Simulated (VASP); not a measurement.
Wanted: the native input for a VASP 6.6.1 run.

```yaml
Task: single point
Functional: r2SCAN
Potentials_or_basis: VASP PAW PBE potentials, release 64 (Ba_sv, S)
Cutoff: 520 eV
k_mesh: 6 × 6 × 6
Occupations: gaussian, width 0.01 eV
Spin: no spin polarisation
Dipole_correction: no
Further_INCAR_settings: ALGO = Normal; EDIFF = 1e-06; NBANDS = 15
```

The system is BaS.

```
Ba S
1.0
     3.72181    0.00000    0.00000
     0.00000    3.72181    0.00000
     0.00000    0.00000    3.86105
Ba S
1 1
Direct
  0.00000 0.00000 0.00000
  0.50000 0.50000 0.50000
```

This cell differs from its parent crystal: epitaxial xy strain -2.9%.

These files were run (other wordings do the same):

POSCAR

```
BaS
1.0
    3.7218125241      0.0000000000      0.0000000000
    0.0000000000      3.7218125241      0.0000000000
    0.0000000000      0.0000000000      3.8610529440
Ba S
1 1
Direct
    0.0000000000      0.0000000000      0.0000000000
    0.5000000000      0.5000000000      0.5000000000
```

INCAR.step1

```
PREC     = Accurate       # precision mode
ENCUT    = 520            # plane-wave cutoff, eV
ISMEAR   = 0              # smearing method
SIGMA    = 0.01           # smearing width, eV
LREAL    = F              # projectors in reciprocal space
LASPH    = T              # aspherical terms in the spheres
NELM     = 80             # most SCF steps
NBANDS   = 15             # bands
GGA      = PE             # functional
ALGO     = Normal         # electronic algorithm
EDIFF    = 1E-4           # SCF threshold, eV
LWAVE    = T              # write WAVECAR
LCHARG   = F              # write CHGCAR
```

INCAR.step2

```
PREC     = Accurate       # precision mode
ENCUT    = 520            # plane-wave cutoff, eV
EDIFF    = 1E-6           # SCF threshold, eV
ISMEAR   = 0              # smearing method
SIGMA    = 0.01           # smearing width, eV
LREAL    = F              # projectors in reciprocal space
LASPH    = T              # aspherical terms in the spheres
NELM     = 80             # most SCF steps
ALGO     = Normal         # electronic algorithm
ISIF     = 2              # what is computed and relaxed
LWAVE    = F              # write WAVECAR
LCHARG   = T              # write CHGCAR
METAGGA  = R2SCAN         # meta-GGA
LMIXTAU  = T            
LELF     = T              # ELF
LVHAR    = T            
NBANDS   = 15             # bands
ISTART   = 1
```

KPOINTS

```
regular mesh
0
Gamma
  6 6 6
```

Potentials or basis: VASP PAW PBE potentials, release 64 (Ba_sv, S).

Command:

```bash
$ cat potpaw_PBE.64/Ba_sv/POTCAR potpaw_PBE.64/S/POTCAR > POTCAR
$ cp INCAR.step1 INCAR
$ mpirun -np 1 vasp_std > vasp.out
$ cp INCAR.step2 INCAR
$ mpirun -np 1 vasp_std > vasp.out
```

Results of the run:

```json
{"Pressure": "4.1 GPa", "Band gap on the k mesh": "1.59 eV (least direct gap 1.66 eV)"}
```

Caveat: the cell differs from its parent crystal (epitaxial xy strain -2.9%); the cell stands under pressure; the structure was generated, so it needn't be the stable form of BaS; the PAW data sets were made with another functional, which shifts forces and pressure a little; spin-orbit coupling is left out, which moves the levels of the heavy elements.

Run time: 55 s on 1 thread of Intel(R) Xeon(R) 6975P-C (Granite Rapids) (shared host), peak memory 0.19 GiB.
